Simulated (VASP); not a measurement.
# PbS (Pm-3m) in VASP: settings compared

PbS is run at these levels: B3LYP, HSE06; tasks: single point.

All numbers are computed with VASP 6.6.1; they aren't measurements. Logs are shortened: lines on timing, memory, paths and dates and some standing lists are left out, and cuts for length are marked.

## (1) The cell of the first run

The structure is cubic, space group Pm-3m (No. 221). The conventional cell has a = 3.654 Å, b = 3.654 Å, c = 3.654 Å, α = 90.00°, β = 90.00°, γ = 90.00°. Pb (site symmetry m-3m) has 8 S at 3.16 Å and 6 Pb at 3.65 Å within 4.2 Å. S (site symmetry m-3m) has 8 Pb at 3.16 Å and 6 S at 3.65 Å within 4.2 Å.

## (2) Single point, B3LYP

Contents of POSCAR:

```
PbS
1.0
    3.6536590000      0.0000000000      0.0000000000
    0.0000000000      3.6536590000      0.0000000000
    0.0000000000      0.0000000000      3.6536590000
Pb S
1 1
Direct
    0.0000000000      0.0000000000      0.0000000000
    0.5000000000      0.5000000000      0.5000000000
```

Contents of INCAR.step1:

```
  PREC = Accurate
  ENCUT = 520
  EDIFF = 1E-5
  ISMEAR = -1
  SIGMA = 0.05
  LREAL = False
  LASPH = True
  NELM = 80
  ALGO = Normal
  ISIF = 2
  LWAVE = True
  GGA = PE
  NBANDS = 17
```

Contents of INCAR.step2:

```
  PREC = Accurate
  ENCUT = 520
  EDIFF = 1E-7
  ISMEAR = -1
  SIGMA = 0.05
  LREAL = False
  LASPH = True
  NELM = 80
  ALGO = Normal
  ISIF = 2
  LWAVE = False
  LCHARG = True
  GGA = B3
  LHFCALC = True
  AEXX = 0.2
  AGGAX = 0.72
  AGGAC = 0.81
  ALDAC = 0.19
  PRECFOCK = Normal
  LELF = True
  LVHAR = True
  ISTART = 1
  NBANDS = 17
```

Contents of KPOINTS:

```
Automatic mesh
0
Gamma
  4 4 4
```

Potentials or basis: VASP PAW PBE potentials, release 64 (Pb_d, S).

Run with:

```sh
$ cat potpaw_PBE.64/Pb_d/POTCAR potpaw_PBE.64/S/POTCAR > POTCAR
$ cp INCAR.step1 INCAR
$ mpirun -np 1 vasp_std > vasp.out
$ cp INCAR.step2 INCAR
$ mpirun -np 1 vasp_std > vasp.out
```

OUTCAR:

```text
PREC = Accurate
   ENCUT = 520
   EDIFF = 1E-7
   ISMEAR = -1
   LREAL = False
   LASPH = True
   NELM = 80
   ISIF = 2
   GGA = B3
   LHFCALC = True
   AEXX = 0.2
   PRECFOCK = Normal
   ISTART = 1

 ion  position               nearest neighbor table
   1  0.000  0.000  0.000-   2 3.16   2 3.16   2 3.16   2 3.16   2 3.16   2 3.16   2 3.16   2 3.16

   2  0.500  0.500  0.500-   1 3.16   1 3.16   1 3.16   1 3.16   1 3.16   1 3.16   1 3.16   1 3.16

  LATTYP: Found a simple cubic cell.
 ALAT       =     3.6536590000

  Lattice vectors:

 A1 = (   3.6536590000,   0.0000000000,   0.0000000000)
 A2 = (   0.0000000000,   3.6536590000,   0.0000000000)
 A3 = (   0.0000000000,   0.0000000000,   3.6536590000)

Analysis of symmetry for initial positions (statically):
=====================================================================
 Subroutine PRICEL returns:
 Original cell was already a primitive cell.

 Routine SETGRP: Setting up the symmetry group for a
 simple cubic supercell.

 Subroutine GETGRP returns: Found 48 space group operations
 (whereof 48 operations were pure point group operations)
 out of a pool of 48 trial point group operations.

The static configuration has the point symmetry O_h .

Analysis of symmetry for dynamics (positions and initial velocities):
=====================================================================
 Subroutine PRICEL returns:
 Original cell was already a primitive cell.

 Routine SETGRP: Setting up the symmetry group for a
 simple cubic supercell.

 Subroutine GETGRP returns: Found 48 space group operations
 (whereof 48 operations were pure point group operations)
 out of a pool of 48 trial point group operations.

The dynamic configuration has the point symmetry O_h .

 Subroutine INISYM returns: Found 48 space group operations
 (whereof 48 operations are pure point group operations),
 and found     1 'primitive' translations

----------------------------------------------------------------------------------------

                                     Primitive cell

  volume of cell :      48.7735

  direct lattice vectors                    reciprocal lattice vectors
     3.653659000  0.000000000  0.000000000     0.273698230  0.000000000  0.000000000
     0.000000000  3.653659000  0.000000000     0.000000000  0.273698230  0.000000000
     0.000000000  0.000000000  3.653659000     0.000000000  0.000000000  0.273698230

  length of vectors
     3.653659000  3.653659000  3.653659000     0.273698230  0.273698230  0.273698230

  position of ions in fractional coordinates (direct lattice)
     0.000000000  0.000000000  0.000000000
     0.500000000  0.500000000  0.500000000

  ion indices of the primitive-cell ions
   primitive index   ion index
                 1           1
                 2           2

----------------------------------------------------------------------------------------

 KPOINTS: Automatic mesh

Automatic generation of k-mesh.
 Grid dimensions read from file:
 generate k-points for:    4    4    4

 Generating k-lattice:

  Cartesian coordinates                     Fractional coordinates (reciprocal lattice)
     0.068424557  0.000000000  0.000000000     0.250000000  0.000000000  0.000000000
     0.000000000  0.068424557  0.000000000     0.000000000  0.250000000  0.000000000
     0.000000000  0.000000000  0.068424557     0.000000000  0.000000000  0.250000000

  Length of vectors
     0.068424557  0.068424557  0.068424557

  Shift w.r.t. Gamma in fractional coordinates (k-lattice)
     0.000000000  0.000000000  0.000000000

 Subroutine IBZKPT returns following result:
 ===========================================

 Found     10 irreducible k-points:

 Following reciprocal coordinates:
            Coordinates               Weight
  0.000000  0.000000  0.000000      1.000000
  0.250000  0.000000  0.000000      6.000000
  0.500000  0.000000  0.000000      3.000000
  0.250000  0.250000  0.000000     12.000000
  0.500000  0.250000  0.000000     12.000000
  0.500000  0.500000  0.000000      3.000000
  0.250000  0.250000  0.250000      8.000000
  0.500000  0.250000  0.250000     12.000000
  0.500000  0.500000  0.250000      6.000000
  0.500000  0.500000  0.500000      1.000000
   k-points           NKPTS =     10   k-points in BZ     NKDIM =     64   number of bands    NBANDS=     17
   number of dos      NEDOS =    301   number of ions     NIONS =      2
   total plane-waves  NPLWV =  21952
   dimension x,y,z NGX =    28 NGY =   28 NGZ =   28
   dimension x,y,z NGXF=    56 NGYF=   56 NGZF=   56
   ions per type =               1   1
   NGX,Y,Z   is equivalent  to a cutoff of  12.74, 12.74, 12.74 a.u.
   NGXF,Y,Z  is equivalent  to a cutoff of  25.48, 25.48, 25.48 a.u.
 SYSTEM =  unknown system
   PREC   = accura    normal or accurate (medium, high low for compatibility)
   ISTART =      1    job   : 0-new  1-cont  2-samecut
   ICHARG =      0    charge: 1-file 2-atom 10-const
   ISPIN  =      1    spin polarized calculation?
   LNONCOLLINEAR =      F non collinear calculations
   LSORBIT =      F    spin-orbit coupling
   LASPH  =      T    aspherical Exc in radial PAW
   ENCUT  =  520.0 eV  38.22 Ry    6.18 a.u.   6.79  6.79  6.79*2*pi/ulx,y,z
   NELM   =     80;   NELMIN=  2; NELMDL=  0     # of ELM steps
   EDIFF  = 0.1E-06   stopping-criterion for ELM
   LREAL  =      F    real-space projection
   EDIFFG = 0.1E-05   stopping-criterion for IOM
   NSW    =      0    number of steps for IOM
   IBRION =     -1    ionic relax: 0-MD 1-quasi-New 2-CG
   NFREE  =      0    steps in history (QN), initial steepest desc. (CG)
   ISIF   =      2    stress and relaxation
   ISYM   =      3    0-nonsym 1-usesym 2-fastsym
   POTIM  = 0.5000    time-step for ionic-motion
   TEBEG  =    0.0;   TEEND  =   0.0 temperature during run
   PSTRESS=    0.0 pullay stress
   NELECT =      20.0000    total number of electrons
   NUPDOWN=      -1.0000    fix difference up-down
   EMIN   =  10.00;   EMAX   =-10.00  energy-range for DOS
   EFERMI =   0.00;   METHOD = LEGACY
   ISMEAR =    -1;   SIGMA  =   0.05  broadening in eV -4-tet -1-fermi 0-gaus
   EFERMI_NEDOS =   21; number of points for ismear=-14 and -15
   IALGO  =     38    algorithm
   IMIX   =      1    mixing-type and parameters
     AMIX     =   0.40;   BMIX     =  1.00
     AMIX_MAG =   1.60;   BMIX_MAG =  1.00
  volume/ion in A,a.u.               =      24.39       164.57
  Fermi-wavevector in a.u.,A,eV,Ry     =   1.216252  2.298383 20.126668  1.479268
  Thomas-Fermi vector in A             =   2.351612
   LORBIT       =      0    0 simple, 1 ext, 2 COOP (PROOUT), +10 PAW based schemes
   GGA     = B3    functional components
   LHFCALC =     T    Hartree Fock is set to
   PRECFOCK=normal    Normal, Fast or Accurate (Low or Medium for compatibility)
   ENCUT4O =  -1.0   cutoff for four orbital integrals eV
   NKREDX  =     1    reduce k-point grid by
   NKREDY  =     1    reduce k-point grid by
   NKREDZ  =     1    reduce k-point grid by
   AEXX    =    0.2000 exact exchange contribution
   HFSCREEN=    0.0000 screening length (either q_TF or 0.3 A-1)
   HFSCREENC=   0.0000 screening length for correlation (either q_TF or 0.3 A-1)
   ENCUTFOCK=  -1.0 apply spherical cutoff to Coloumb kernel
   IVDW    =     0    specifies the selected vdW correction
   LEPSILON=     F    determine dielectric tensor
   LRPA    =     F    only Hartree local field effects (RPA)
 non-spin polarized calculation
  energy-cutoff  :      520.00
  volume of cell :       48.77
 maximum number of plane-waves:      1357
 NGX is ok and might be reduce to    28
  NGX = 24; NGY = 24; NGZ = 24

 number of electron      19.9999995 magnetization

 Free energy of the ion-electron system (eV)
  ---------------------------------------------------
  ext. energy  EPLUGINS =         0.00000000
  ---------------------------------------------------
  free energy    TOTEN  =        -9.26374580 eV

  energy without entropy =       -9.26340849  energy(sigma->0) =       -9.26357714

 E-fermi :   5.9536     XC(G=0):  -8.0812

 val. band max:        5.6965303913   @ k =   0.5000   0.5000   0.5000
 cond. band min:       6.2104621448   @ k =   0.5000   0.0000   0.0000
 fundamental gap:      0.5139317535
 Fermi energy:         5.9536154317

 k-point     1 :       0.0000    0.0000    0.0000
  band No.  band energies     occupation
      1     -12.6526      2.00000
      2     -12.6526      2.00000
      3     -12.4476      2.00000
      4     -12.4476      2.00000
      5     -12.4476      2.00000
      6      -8.5434      2.00000
[... 9 lines left out ...]
     16      20.1689      0.00000
     17      20.1956      0.00000

 k-point     2 :       0.2500    0.0000    0.0000
  band No.  band energies     occupation
      1     -12.6477      2.00000
      2     -12.5736      2.00000
      3     -12.4776      2.00000
      4     -12.4776      2.00000
      5     -12.4446      2.00000
      6      -8.0096      2.00000
[... 9 lines left out ...]
     16      18.6594      0.00000
     17      20.1676      0.00000

 k-point     3 :       0.5000    0.0000    0.0000
  band No.  band energies     occupation
      1     -12.6427      2.00000
      2     -12.5075      2.00000
      3     -12.5075      2.00000
      4     -12.4955      2.00000
      5     -12.4415      2.00000
      6      -7.1876      2.00000
[... 9 lines left out ...]
     16      20.1585      0.00000
     17      21.3946      0.00000

 k-point     4 :       0.2500    0.2500    0.0000
  band No.  band energies     occupation
      1     -12.6078      2.00000
      2     -12.5267      2.00000
      3     -12.5245      2.00000
      4     -12.4749      2.00000
      5     -12.4710      2.00000
      6      -7.5138      2.00000
[... 9 lines left out ...]
     16      17.6049      0.00000
     17      17.7926      0.00000
[... 63 lines left out ...]
      1     -12.5638      2.00000
      2     -12.5419      2.00000
      3     -12.5191      2.00000
      4     -12.5027      2.00000
      5     -12.4377      2.00000
      6      -6.5614      2.00000
[... 9 lines left out ...]
     16      17.8008      0.00000
     17      21.2678      0.00000

 k-point     9 :       0.5000    0.5000    0.2500
  band No.  band energies     occupation
      1     -12.6029      2.00000
      2     -12.5362      2.00000
      3     -12.5362      2.00000
      4     -12.4774      2.00000
      5     -12.3887      2.00000
      6      -6.2727      2.00000
[... 9 lines left out ...]
     16      19.2809      0.00000
     17      22.0294      0.00000

 k-point    10 :       0.5000    0.5000    0.5000
  band No.  band energies     occupation
      1     -12.5769      2.00000
      2     -12.5769      2.00000
      3     -12.5769      2.00000
      4     -12.3866      2.00000
      5     -12.3866      2.00000
      6      -6.1469      2.00000
[... 9 lines left out ...]
     16      21.3168      0.00000
     17      24.0074      0.00000

------------------------ aborting loop because EDIFF is reached ----------------------------------------

  FORCE on cell =-STRESS in cart. coord.  units (eV):
  Direction    XX          YY          ZZ          XY          YZ          ZX
  --------------------------------------------------------------------------------------
  -------------------------------------------------------------------------------------
  Total        0.4227807      0.4227807      0.4227807     -0.0000000     -0.0000000      0.0000000
  in kB       13.8880636     13.8880636     13.8880636     -0.0000000     -0.0000000      0.0000000
  external PRESSURE =      13.8880636 kB  Pullay stress =       0.0000000 kB

 VOLUME and BASIS-vectors are now :
 -----------------------------------------------------------------------------
  energy-cutoff  :      520.00
  volume of cell :       48.77
      direct lattice vectors                 reciprocal lattice vectors
     3.653659000  0.000000000  0.000000000     0.273698230  0.000000000  0.000000000
     0.000000000  3.653659000  0.000000000     0.000000000  0.273698230  0.000000000
     0.000000000  0.000000000  3.653659000     0.000000000  0.000000000  0.273698230

 POSITION                                       TOTAL-FORCE (eV/Angst)
 -----------------------------------------------------------------------------------
      0.00000      0.00000      0.00000         0.000000      0.000000      0.000000
      1.82683      1.82683      1.82683         0.000000      0.000000      0.000000
 -----------------------------------------------------------------------------------
    total drift:                               -0.000000      0.000000      0.000000

  FREE ENERGIE OF THE ION-ELECTRON SYSTEM (eV)
  ---------------------------------------------------
  free  energy   TOTEN  =        -9.2637458002 eV

  energy  without entropy=       -9.2634084880  energy(sigma->0) =       -9.26357714
```

Wall time 21 min (1 thread of Intel Xeon 8259CL, shared host); peak memory 0.18 GiB.

Results:

```
Free energy            : -9.2637 eV
Pressure               : 1.4 GPa
Band gap on the k mesh : zero (bands 10 and 11 overlap by 0.51 eV)
```

Levels at points of the mesh, in eV from the Fermi level:
```tsv
k point	band 6	band 7	band 8	band 9	band 10	band 11	band 12	band 13	band 14	band 15
(0.00, 0.00, 0.00)	-14.50	-7.41	-2.01	-2.01	-2.01	6.75	6.75	7.60	7.60	7.60
(0.50, 0.00, 0.00)	-13.14	-9.93	-0.81	-0.81	0.26	1.14	4.84	4.84	8.06	10.65
(0.50, 0.50, 0.00)	-12.34	-8.00	-4.99	-4.99	-0.60	5.24	5.24	6.89	8.55	10.82
(0.50, 0.50, 0.50)	-12.10	-6.62	-2.78	-2.78	-2.78	-0.26	-0.26	-0.26	15.36	15.36
```

Caveat: the k points lie up to 0.43 Å⁻¹ apart, too coarse for converged energies and pressures of a metal; the PAW data sets were made with another functional, which shifts forces and pressure a little; spin-orbit coupling is left out, which moves the levels of the heavy elements.

## (3) Single point, HSE06

POSCAR is that of step 2.

Contents of INCAR.step1:

```
SYSTEM = PbS
  PREC = Accurate
  ENCUT = 520
  EDIFF = 1E-5
  ISMEAR = -1
  SIGMA = 0.05
  LREAL = .False.
  LASPH = .True.
  NELM = 100
  ALGO = Normal
  ISIF = 2
  LWAVE = .True.
  NBANDS = 17
  GGA = PE
```

Contents of INCAR.step2:

```
SYSTEM = PbS
  PREC = Accurate
  ENCUT = 520
  EDIFF = 1E-7
  ISMEAR = -1
  SIGMA = 0.05
  LREAL = .False.
  LASPH = .True.
  NELM = 100
  ALGO = Normal
  ISIF = 2
  LWAVE = .False.
  LCHARG = .True.
  GGA = PE
  LHFCALC = .True.
  HFSCREEN = 0.2079
  PRECFOCK = Normal
  LELF = .True.
  LVHAR = .True.
  NBANDS = 17
  ISTART = 1
```

Contents of KPOINTS:

```
regular mesh
0
Gamma
  4 4 4
  0 0 0
```

Potentials or basis: VASP PAW PBE potentials, release 64 (Pb_d, S).

Run with:

```sh
$ cat potpaw_PBE.64/Pb_d/POTCAR potpaw_PBE.64/S/POTCAR > POTCAR
$ cp INCAR.step1 INCAR
$ mpirun -np 1 vasp_std > vasp.out
$ cp INCAR.step2 INCAR
$ mpirun -np 1 vasp_std > vasp.out
```

OUTCAR:

```text
SYSTEM = PbS
   PREC = Accurate
   ENCUT = 520
   EDIFF = 1E-7
   ISMEAR = -1
   LREAL = .False.
   LASPH = .True.
   NELM = 100
   ISIF = 2
   GGA = PE
   LHFCALC = .True.
   HFSCREEN = 0.2079
   PRECFOCK = Normal
   ISTART = 1

 ion  position               nearest neighbor table
   1  0.000  0.000  0.000-   2 3.16   2 3.16   2 3.16   2 3.16   2 3.16   2 3.16   2 3.16   2 3.16

   2  0.500  0.500  0.500-   1 3.16   1 3.16   1 3.16   1 3.16   1 3.16   1 3.16   1 3.16   1 3.16

  LATTYP: Found a simple cubic cell.
 ALAT       =     3.6536590000

  Lattice vectors:

 A1 = (   3.6536590000,   0.0000000000,   0.0000000000)
 A2 = (   0.0000000000,   3.6536590000,   0.0000000000)
 A3 = (   0.0000000000,   0.0000000000,   3.6536590000)

Analysis of symmetry for initial positions (statically):
=====================================================================
 Subroutine PRICEL returns:
 Original cell was already a primitive cell.

 Routine SETGRP: Setting up the symmetry group for a
 simple cubic supercell.

[... 154 lines left out ...]
  ---------------------------------------------------
  free energy    TOTEN  =        -9.77136980 eV

  energy without entropy =       -9.76596801  energy(sigma->0) =       -9.76866891

 E-fermi :   5.6854     XC(G=0):  -8.4244

 val. band max:        5.6280197763   @ k =   0.5000   0.5000   0.5000
 cond. band min:       5.7413937443   @ k =   0.5000   0.0000   0.0000
 fundamental gap:      0.1133739679
 Fermi energy:         5.6854097956

 k-point     1 :       0.0000    0.0000    0.0000
  band No.  band energies     occupation
      1     -12.9400      2.00000
      2     -12.9400      2.00000
      3     -12.7339      2.00000
      4     -12.7339      2.00000
      5     -12.7339      2.00000
      6      -8.8133      2.00000
[... 177 lines left out ...]
      4     -12.6744      2.00000
      5     -12.6744      2.00000
      6      -6.3390      2.00000
[... 9 lines left out ...]
     16      20.7408      0.00000
     17      23.6520      0.00000

------------------------ aborting loop because EDIFF is reached ----------------------------------------

  FORCE on cell =-STRESS in cart. coord.  units (eV):
  Direction    XX          YY          ZZ          XY          YZ          ZX
  --------------------------------------------------------------------------------------
  -------------------------------------------------------------------------------------
  Total       -0.6550572     -0.6550572     -0.6550572      0.0000000      0.0000000     -0.0000000
  in kB      -21.5181919    -21.5181919    -21.5181919      0.0000000      0.0000000     -0.0000000
  external PRESSURE =     -21.5181919 kB  Pullay stress =       0.0000000 kB

 VOLUME and BASIS-vectors are now :
 -----------------------------------------------------------------------------
  energy-cutoff  :      520.00
  volume of cell :       48.77
      direct lattice vectors                 reciprocal lattice vectors
     3.653659000  0.000000000  0.000000000     0.273698230  0.000000000  0.000000000
     0.000000000  3.653659000  0.000000000     0.000000000  0.273698230  0.000000000
     0.000000000  0.000000000  3.653659000     0.000000000  0.000000000  0.273698230

 POSITION                                       TOTAL-FORCE (eV/Angst)
 -----------------------------------------------------------------------------------
      0.00000      0.00000      0.00000         0.000000      0.000000      0.000000
      1.82683      1.82683      1.82683         0.000000      0.000000      0.000000
 -----------------------------------------------------------------------------------
    total drift:                                0.000000     -0.000001     -0.000000

  FREE ENERGIE OF THE ION-ELECTRON SYSTEM (eV)
  ---------------------------------------------------
  free  energy   TOTEN  =        -9.7713698025 eV

  energy  without entropy=       -9.7659680143  energy(sigma->0) =       -9.76866891
```

OUTCAR.step1:

```text
SYSTEM = PbS
   PREC = Accurate
   ENCUT = 520
   EDIFF = 1E-5
   ISMEAR = -1
   LREAL = .False.
[... 406 lines left out ...]
      0.00000      0.00000      0.00000         0.000000      0.000000      0.000000
      1.82683      1.82683      1.82683         0.000000      0.000000      0.000000
 -----------------------------------------------------------------------------------
    total drift:                               -0.000000      0.000000      0.000000

  FREE ENERGIE OF THE ION-ELECTRON SYSTEM (eV)
  ---------------------------------------------------
  free  energy   TOTEN  =        -8.1840528833 eV

  energy  without entropy=       -8.1765070118  energy(sigma->0) =       -8.18027995
```

It took 24 min on 1 thread of Intel Xeon 8259CL, shared host; peak memory 0.28 GiB.

What came out:

```
Free energy            : -9.7714 eV
Pressure               : -2.2 GPa
Band gap on the k mesh : zero (bands 10 and 11 overlap by 0.11 eV)
```

Caveat: the k points lie up to 0.43 Å⁻¹ apart; the PAW data sets were made with another functional, which shifts forces and pressure a little; spin-orbit coupling is left out, which moves the levels of the heavy elements.
